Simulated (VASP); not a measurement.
# IrOs2 in VASP: notebook

IrOs2 is run at these levels: LDA; tasks: single point.

Program: VASP 6.6.1. These are calculated values, not measurements. Logs are shortened: lines on timing, memory, paths and dates and some standing lists are left out, and cuts for length are marked.

## Step 1: The cell of the first run

The cell holds a slab with vacuum, 3 atoms: a = 2.689 Å, b = 2.689 Å, c = 20.391 Å, α = 90.00°, β = 90.00°, γ = 120.00°.

## Step 2: Single point, LDA

INCAR reads:

```
PREC = Accurate
ENCUT = 520
EDIFF = 1E-6
ISMEAR = -1
SIGMA = 0.08
LREAL = False
LASPH = True
NELM = 100
ALGO = Normal
ISIF = 2
LWAVE = False
LCHARG = False
LDIPOL = True
IDIPOL = 3
DIPOL = 0.5 0.5 0.500
GGA = CA
NBANDS = 20
```

KPOINTS reads:

```
Automatic mesh
0
Gamma
  17 17 1
```

POSCAR reads:

```
IrOs2
1.0
    2.6891484158      0.0000000000      0.0000000000
   -1.3445742079      2.3288708427      0.0000000000
    0.0000000000      0.0000000000     20.3914000000
Ir Os
1 2
Direct
    0.1666666667      0.3333333333      0.3960381901
    0.5000000000      1.0000000000      0.4999999936
    0.8333333333      0.6666666667      0.6039618160
```

Potentials or basis: VASP PAW LDA potentials, release 64 (Ir, Os).

Started as:

```
$ cat potpaw_LDA.64/Ir/POTCAR potpaw_LDA.64/Os/POTCAR > POTCAR
$ mpirun -np 1 vasp_std > vasp.out
```

OUTCAR:

```text
PREC = Accurate
   ENCUT = 520
   EDIFF = 1E-6
   ISMEAR = -1
   LREAL = False
   LASPH = True
   NELM = 100
   ISIF = 2
   GGA = CA

 ion  position               nearest neighbor table
   1  0.167  0.333  0.396-   2 2.63   2 2.63   2 2.63
   2  0.500  0.000  0.500-   1 2.63   1 2.63   1 2.63   3 2.63   3 2.63   3 2.63
   3  0.833  0.667  0.604-   2 2.63   2 2.63   2 2.63

  LATTYP: Found a hexagonal cell.
 ALAT       =     2.6891484158
 C/A-ratio  =     7.5828466291

  Lattice vectors:

 A1 = (   2.6891484158,   0.0000000000,   0.0000000000)
 A2 = (  -1.3445742079,   2.3288708427,   0.0000000000)
 A3 = (   0.0000000000,   0.0000000000,  20.3914000000)

Analysis of symmetry for initial positions (statically):
=====================================================================
 Subroutine PRICEL returns:
 Original cell was already a primitive cell.

 Routine SETGRP: Setting up the symmetry group for a
 hexagonal supercell.

 Subroutine GETGRP returns: Found  6 space group operations
 (whereof  2 operations were pure point group operations)
 out of a pool of 24 trial point group operations.

The static configuration has the point symmetry C_1h.
 The point group associated with its full space group is C_3v.

Analysis of symmetry for dynamics (positions and initial velocities):
=====================================================================
 Subroutine PRICEL returns:
 Original cell was already a primitive cell.

 Routine SETGRP: Setting up the symmetry group for a
 hexagonal supercell.

 Subroutine GETGRP returns: Found  6 space group operations
 (whereof  2 operations were pure point group operations)
 out of a pool of 24 trial point group operations.

The dynamic configuration has the point symmetry C_1h.
 The point group associated with its full space group is C_3v.

 Subroutine INISYM returns: Found  6 space group operations
 (whereof  2 operations are pure point group operations),
 and found     1 'primitive' translations

----------------------------------------------------------------------------------------

                                     Primitive cell

  volume of cell :     127.7048

  direct lattice vectors                    reciprocal lattice vectors
     2.689148416  0.000000000  0.000000000     0.371864935  0.214696320  0.000000000
    -1.344574208  2.328870843  0.000000000     0.000000000  0.429392640  0.000000000
     0.000000000  0.000000000 20.391400000     0.000000000  0.000000000  0.049040282

  length of vectors
     2.689148416  2.689148416 20.391400000     0.429392640  0.429392640  0.049040282

  position of ions in fractional coordinates (direct lattice)
     0.166666667  0.333333333  0.396038190
     0.500000000  0.000000000  0.499999994
     0.833333333  0.666666667  0.603961816

  ion indices of the primitive-cell ions
   primitive index   ion index
                 1           1
                 2           2
                 3           3

----------------------------------------------------------------------------------------

 KPOINTS: Automatic mesh

Automatic generation of k-mesh.
 Grid dimensions read from file:
 generate k-points for:   17   17    1

 Generating k-lattice:

  Cartesian coordinates                     Fractional coordinates (reciprocal lattice)
     0.021874408  0.012629195  0.000000000     0.058823529  0.000000000  0.000000000
     0.000000000  0.025258391  0.000000000     0.000000000  0.058823529  0.000000000
     0.000000000  0.000000000  0.049040282     0.000000000  0.000000000  1.000000000

  Length of vectors
     0.025258391  0.025258391  0.049040282

  Shift w.r.t. Gamma in fractional coordinates (k-lattice)
     0.000000000  0.000000000  0.000000000

 Subroutine IBZKPT returns following result:
 ===========================================

 Found     33 irreducible k-points:

 Following reciprocal coordinates:
            Coordinates               Weight
  0.000000  0.000000  0.000000      1.000000
  0.058824  0.000000  0.000000      6.000000
  0.117647  0.000000  0.000000      6.000000
  0.176471  0.000000  0.000000      6.000000
  0.235294  0.000000  0.000000      6.000000
  0.294118  0.000000  0.000000      6.000000
[... 16 lines left out ...]
  0.411765  0.117647  0.000000     12.000000
  0.176471  0.176471  0.000000      6.000000
 [... further k-points ...]
   k-points           NKPTS =     33   k-points in BZ     NKDIM =     33   number of bands    NBANDS=     20
   number of dos      NEDOS =    301   number of ions     NIONS =      3
   total plane-waves  NPLWV =  64000
   dimension x,y,z NGX =    20 NGY =   20 NGZ =  160
   dimension x,y,z NGXF=    40 NGYF=   40 NGZF=  320
   ions per type =               1   2
   NGX,Y,Z   is equivalent  to a cutoff of  12.36, 12.36, 13.04 a.u.
   NGXF,Y,Z  is equivalent  to a cutoff of  24.73, 24.73, 26.09 a.u.
 SYSTEM =  unknown system
   PREC   = accura    normal or accurate (medium, high low for compatibility)
   ISTART =      0    job   : 0-new  1-cont  2-samecut
   ICHARG =      2    charge: 1-file 2-atom 10-const
   ISPIN  =      1    spin polarized calculation?
   LNONCOLLINEAR =      F non collinear calculations
   LSORBIT =      F    spin-orbit coupling
   LASPH  =      T    aspherical Exc in radial PAW
   ENCUT  =  520.0 eV  38.22 Ry    6.18 a.u.   5.00  5.00 37.91*2*pi/ulx,y,z
   NELM   =    100;   NELMIN=  2; NELMDL= -5     # of ELM steps
   EDIFF  = 0.1E-05   stopping-criterion for ELM
   LREAL  =      F    real-space projection
   EDIFFG = 0.1E-04   stopping-criterion for IOM
   NSW    =      0    number of steps for IOM
   IBRION =     -1    ionic relax: 0-MD 1-quasi-New 2-CG
   NFREE  =      0    steps in history (QN), initial steepest desc. (CG)
   ISIF   =      2    stress and relaxation
   ISYM   =      2    0-nonsym 1-usesym 2-fastsym
   POTIM  = 0.5000    time-step for ionic-motion
   TEBEG  =    0.0;   TEEND  =   0.0 temperature during run
   PSTRESS=    0.0 pullay stress
   NELECT =      25.0000    total number of electrons
   NUPDOWN=      -1.0000    fix difference up-down
   EMIN   =  10.00;   EMAX   =-10.00  energy-range for DOS
   EFERMI =   0.00;   METHOD = LEGACY
   ISMEAR =    -1;   SIGMA  =   0.08  broadening in eV -4-tet -1-fermi 0-gaus
   EFERMI_NEDOS =   21; number of points for ismear=-14 and -15
   IALGO  =     38    algorithm
   IMIX   =      4    mixing-type and parameters
     AMIX     =   0.40;   BMIX     =  1.00
     AMIX_MAG =   1.60;   BMIX_MAG =  1.00
  volume/ion in A,a.u.               =      42.57       287.26
  Fermi-wavevector in a.u.,A,eV,Ry     =   0.950574  1.796324 12.294091  0.903590
  Thomas-Fermi vector in A             =   2.078963
   LORBIT       =      0    0 simple, 1 ext, 2 COOP (PROOUT), +10 PAW based schemes
   GGA     = CA    functional components
   LHFCALC =     F    Hartree Fock is set to
   AEXX    =    0.0000 exact exchange contribution
   IVDW    =     0    specifies the selected vdW correction
   LEPSILON=     F    determine dielectric tensor
   LRPA    =     F    only Hartree local field effects (RPA)
 non-spin polarized calculation
  energy-cutoff  :      520.00
  volume of cell :      127.70
 maximum number of plane-waves:      3489
 NGX is ok and might be reduce to    20
   NGX =  9   NGY =  9   NGZ = 75

 dipolmoment           0.000000      0.000000      0.001869 electrons x Angstroem

 number of electron      24.9999999 magnetization

 dipolmoment           0.000000      0.000000     -0.003650 electrons x Angstroem

 Free energy of the ion-electron system (eV)
  ---------------------------------------------------
  ext. energy  EPLUGINS =         0.00000000
  ---------------------------------------------------
  free energy    TOTEN  =       -33.30397232 eV

  energy without entropy =      -33.25584837  energy(sigma->0) =      -33.27991035

 E-fermi :  -0.4704     XC(G=0):  -5.6350

 val. band max:       -0.4800155406   @ k =   0.2941   0.0588   0.0000
 cond. band min:      -0.4420698460   @ k =   0.4118   0.0588   0.0000
 fundamental gap:      0.0379456946
 Fermi energy:        -0.4703981880

 k-point     1 :       0.0000    0.0000    0.0000
  band No.  band energies     occupation
      1     -10.8485      2.00000
      2      -8.7504      2.00000
      3      -8.3793      2.00000
      4      -4.0745      2.00000
      5      -3.9797      2.00000
      6      -3.9797      2.00000
[... 12 lines left out ...]
     19       1.2926      0.00000
     20       4.6435      0.00000

 k-point     2 :       0.0588    0.0000    0.0000
  band No.  band energies     occupation
      1     -10.7050      2.00000
      2      -8.6066      2.00000
      3      -8.2352      2.00000
      4      -4.3147      2.00000
      5      -4.0837      2.00000
      6      -3.9195      2.00000
[... 12 lines left out ...]
     19       1.8686      0.00000
     20       4.7427      0.00000

 k-point     3 :       0.1176    0.0000    0.0000
  band No.  band energies     occupation
      1     -10.2933      2.00000
      2      -8.2041      2.00000
      3      -7.8306      2.00000
      4      -4.7694      2.00000
      5      -4.4236      2.00000
      6      -4.0676      2.00000
[... 12 lines left out ...]
     19       2.8540      0.00000
     20       5.0347      0.00000

 k-point     4 :       0.1765    0.0000    0.0000
  band No.  band energies     occupation
      1      -9.6765      2.00000
      2      -7.6683      2.00000
      3      -7.2634      2.00000
      4      -5.2555      2.00000
      5      -4.8655      2.00000
      6      -4.2201      2.00000
[... 429 lines left out ...]
 k-point    23 :       0.4118    0.1176    0.0000
  band No.  band energies     occupation
      1      -7.7236      2.00000
      2      -7.5200      2.00000
      3      -7.0305      2.00000
      4      -6.3086      2.00000
      5      -5.2578      2.00000
      6      -4.1707      2.00000
[... 12 lines left out ...]
     19       6.7049      0.00000
     20       7.3545      0.00000

 k-point    24 :       0.1765    0.1765    0.0000
  band No.  band energies     occupation
      1      -7.9809      2.00000
      2      -6.7770      2.00000
      3      -6.0502      2.00000
      4      -5.9616      2.00000
      5      -5.0026      2.00000
      6      -4.7701      2.00000
[... 12 lines left out ...]
     19       6.0136      0.00000
     20       7.1028      0.00000

 [... further k-points ...]

------------------------ aborting loop because EDIFF is reached ----------------------------------------

 vacuum level on the upper side and lower side of the slab       (xc-potential included)        -0.228        -0.144

  FORCE on cell =-STRESS in cart. coord.  units (eV):
  Direction    XX          YY          ZZ          XY          YZ          ZX
  --------------------------------------------------------------------------------------
  -------------------------------------------------------------------------------------
  Total       -3.0579102     -3.0579102      0.0265028      0.0000000     -0.0000000     -0.0000000
  in kB      -38.3643717    -38.3643717      0.3325031      0.0000000     -0.0000000     -0.0000000
  external PRESSURE =     -25.4654134 kB  Pullay stress =       0.0000000 kB

 VOLUME and BASIS-vectors are now :
 -----------------------------------------------------------------------------
  energy-cutoff  :      520.00
  volume of cell :      127.70
      direct lattice vectors                 reciprocal lattice vectors
     2.689148416  0.000000000  0.000000000     0.371864935  0.214696320  0.000000000
    -1.344574208  2.328870843  0.000000000     0.000000000  0.429392640  0.000000000
     0.000000000  0.000000000 20.391400000     0.000000000  0.000000000  0.049040282

 POSITION                                       TOTAL-FORCE (eV/Angst)
 -----------------------------------------------------------------------------------
      0.00000      0.77629      8.07577        -0.000000      0.000000     -0.491592
      1.34457      0.00000     10.19570        -0.000000      0.000000      0.948479
      1.34457      1.55258     12.31563         0.000000     -0.000000     -0.456886
 -----------------------------------------------------------------------------------
    total drift:                                0.000000      0.000000      0.000277

  FREE ENERGIE OF THE ION-ELECTRON SYSTEM (eV)
  ---------------------------------------------------
  free  energy   TOTEN  =       -33.3039723183 eV

  energy  without entropy=      -33.2558483726  energy(sigma->0) =      -33.27991035

 vacuum level on the upper side and lower side of the slab         4.868         4.941
```

It took 5.7 min on 1 thread of Intel Xeon 8259CL, shared host; peak memory 0.26 GiB.

What came out:

- Free energy: -33.3040 eV
- Largest force: 0.948 eV/Å
- Band gap on the k mesh: zero (an odd number of electrons rules out a gap without spin polarisation)

Forces in eV/Å, atoms in the order of the input:
```
Ir   0.000  0.000 -0.492
Os   0.000  0.000  0.948
Os   0.000  0.000 -0.457
```

Caveat: spin-orbit coupling is left out, which moves the levels of the heavy elements.

## Step 3: Single point, LDA

INCAR reads:

```
SYSTEM = IrOs2
ALGO = Normal ; DIPOL = 0.5 0.5 0.500
EDIFF = 1E-7 ; ENCUT = 520
GGA = CA ; IDIPOL = 3
ISIF = 2 ; ISMEAR = -1
LASPH = .TRUE. ; LCHARG = .FALSE.
LDIPOL = .TRUE. ; LREAL = .FALSE.
LWAVE = .FALSE. ; NBANDS = 20
NELM = 80 ; PREC = Accurate
SIGMA = 0.08
```

KPOINTS reads:

```
k-points
0
G
  17 17 1
  0 0 0
```

POSCAR is that of step 2.

Potentials or basis: VASP PAW LDA potentials, release 64 (Ir, Os).

Started as:

```
$ cat potpaw_LDA.64/Ir/POTCAR potpaw_LDA.64/Os/POTCAR > POTCAR
$ mpirun -np 1 vasp_std > vasp.out
```

OUTCAR:

```text
SYSTEM = IrOs2
   EDIFF = 1E-7
   ENCUT = 520
   GGA = CA
   ISIF = 2
   ISMEAR = -1
   LASPH = .TRUE.
   LREAL = .FALSE.
   NELM = 80
   PREC = Accurate

 ion  position               nearest neighbor table
   1  0.167  0.333  0.396-   2 2.63   2 2.63   2 2.63
   2  0.500  0.000  0.500-   1 2.63   1 2.63   1 2.63   3 2.63   3 2.63   3 2.63
   3  0.833  0.667  0.604-   2 2.63   2 2.63   2 2.63

  LATTYP: Found a hexagonal cell.
 ALAT       =     2.6891484158
 C/A-ratio  =     7.5828466291

  Lattice vectors:

 A1 = (   2.6891484158,   0.0000000000,   0.0000000000)
 A2 = (  -1.3445742079,   2.3288708427,   0.0000000000)
 A3 = (   0.0000000000,   0.0000000000,  20.3914000000)

Analysis of symmetry for initial positions (statically):
=====================================================================
 Subroutine PRICEL returns:
 Original cell was already a primitive cell.

 Routine SETGRP: Setting up the symmetry group for a
 hexagonal supercell.

 Subroutine GETGRP returns: Found  6 space group operations
 (whereof  2 operations were pure point group operations)
 out of a pool of 24 trial point group operations.

The static configuration has the point symmetry C_1h.
 The point group associated with its full space group is C_3v.

Analysis of symmetry for dynamics (positions and initial velocities):
=====================================================================
 Subroutine PRICEL returns:
 Original cell was already a primitive cell.

 Routine SETGRP: Setting up the symmetry group for a
 hexagonal supercell.

 Subroutine GETGRP returns: Found  6 space group operations
 (whereof  2 operations were pure point group operations)
 out of a pool of 24 trial point group operations.

The dynamic configuration has the point symmetry C_1h.
 The point group associated with its full space group is C_3v.

 Subroutine INISYM returns: Found  6 space group operations
 (whereof  2 operations are pure point group operations),
 and found     1 'primitive' translations

[... 122 lines left out ...]
   LHFCALC =     F    Hartree Fock is set to
   AEXX    =    0.0000 exact exchange contribution
   IVDW    =     0    specifies the selected vdW correction
   LEPSILON=     F    determine dielectric tensor
   LRPA    =     F    only Hartree local field effects (RPA)
 non-spin polarized calculation
  energy-cutoff  :      520.00
  volume of cell :      127.70
 maximum number of plane-waves:      3489
 NGX is ok and might be reduce to    20
   NGX =  9   NGY =  9   NGZ = 75

 dipolmoment           0.000000      0.000000      0.001869 electrons x Angstroem

 number of electron      24.9999999 magnetization

 dipolmoment           0.000000      0.000000     -0.003731 electrons x Angstroem

 Free energy of the ion-electron system (eV)
  ---------------------------------------------------
  ext. energy  EPLUGINS =         0.00000000
  ---------------------------------------------------
  free energy    TOTEN  =       -33.30397308 eV

  energy without entropy =      -33.25585028  energy(sigma->0) =      -33.27991168

 E-fermi :  -0.4692     XC(G=0):  -5.6048

 val. band max:       -0.4787798481   @ k =   0.2941   0.0588   0.0000
 cond. band min:      -0.4408320914   @ k =   0.4118   0.0588   0.0000
 fundamental gap:      0.0379477567
 Fermi energy:        -0.4691742093

 k-point     1 :       0.0000    0.0000    0.0000
  band No.  band energies     occupation
      1     -10.8473      2.00000
      2      -8.7492      2.00000
      3      -8.3781      2.00000
      4      -4.0733      2.00000
      5      -3.9785      2.00000
      6      -3.9785      2.00000
[... 541 lines left out ...]
     19       6.0154      0.00000
     20       7.1253      0.00000

 [... further k-points ...]

------------------------ aborting loop because EDIFF is reached ----------------------------------------

 vacuum level on the upper side and lower side of the slab       (xc-potential included)        -0.062         0.025

  FORCE on cell =-STRESS in cart. coord.  units (eV):
  Direction    XX          YY          ZZ          XY          YZ          ZX
  --------------------------------------------------------------------------------------
  -------------------------------------------------------------------------------------
  Total       -3.0574139     -3.0574139      0.0239706      0.0000000      0.0000000      0.0000000
  in kB      -38.3581450    -38.3581450      0.3007339      0.0000000      0.0000000      0.0000000
  external PRESSURE =     -25.4718521 kB  Pullay stress =       0.0000000 kB

 VOLUME and BASIS-vectors are now :
 -----------------------------------------------------------------------------
  energy-cutoff  :      520.00
  volume of cell :      127.70
      direct lattice vectors                 reciprocal lattice vectors
     2.689148416  0.000000000  0.000000000     0.371864935  0.214696320  0.000000000
    -1.344574208  2.328870843  0.000000000     0.000000000  0.429392640  0.000000000
     0.000000000  0.000000000 20.391400000     0.000000000  0.000000000  0.049040282

 POSITION                                       TOTAL-FORCE (eV/Angst)
 -----------------------------------------------------------------------------------
      0.00000      0.77629      8.07577        -0.000000      0.000000     -0.491722
      1.34457      0.00000     10.19570         0.000000     -0.000000      0.948501
      1.34457      1.55258     12.31563         0.000000     -0.000000     -0.456779
 -----------------------------------------------------------------------------------
    total drift:                                0.000000      0.000000      0.000048

  FREE ENERGIE OF THE ION-ELECTRON SYSTEM (eV)
  ---------------------------------------------------
  free  energy   TOTEN  =       -33.3039730792 eV

  energy  without entropy=      -33.2558502792  energy(sigma->0) =      -33.27991168

 vacuum level on the upper side and lower side of the slab         4.993         5.084
```

OSZICAR:

```text
N       E                     dE             d eps       ncg     rms          rms(c)
DAV:   1     0.198189977597E+03    0.19819E+03   -0.98580E+03  1320   0.101E+03
DAV:   2    -0.158446160570E+02   -0.21403E+03   -0.19598E+03  1448   0.309E+02
DAV:   3    -0.347499030683E+02   -0.18905E+02   -0.17767E+02  1796   0.846E+01
[... 26 lines left out ...]
DAV:  30    -0.333039709341E+02   -0.53147E-05   -0.14557E-06  1524   0.695E-03    0.392E-03
DAV:  31    -0.333039717485E+02   -0.81437E-06   -0.14852E-07  1108   0.228E-03    0.228E-03
DAV:  32    -0.333039727167E+02   -0.96823E-06   -0.94676E-08   944   0.196E-03    0.140E-03
DAV:  33    -0.333039730247E+02   -0.30804E-06   -0.13679E-07   996   0.243E-03    0.113E-03
DAV:  34    -0.333039730792E+02   -0.54495E-07   -0.17959E-08   952   0.971E-04
   1 F= -.33303973E+02 E0= -.33279912E+02  d E =-.481228E-01
```

Run time: 5.4 min. Hardware: 1 thread of Intel Xeon 8259CL, shared host; peak memory 0.26 GiB.

Results:

```yaml
Free_energy: -33.3040 eV
Largest_force: 0.949 eV/Å
Band_gap_on_the_k_mesh: zero (an odd number of electrons rules out a gap without spin polarisation)
```

Forces in eV/Å, atoms in the order of the input:
```
Ir   0.000  0.000 -0.492
Os   0.000  0.000  0.949
Os   0.000  0.000 -0.457
```

Caveat: spin-orbit coupling is left out, which moves the levels of the heavy elements.

The gap in the log of VASP goes by the Fermi energy; the results here count the filled bands.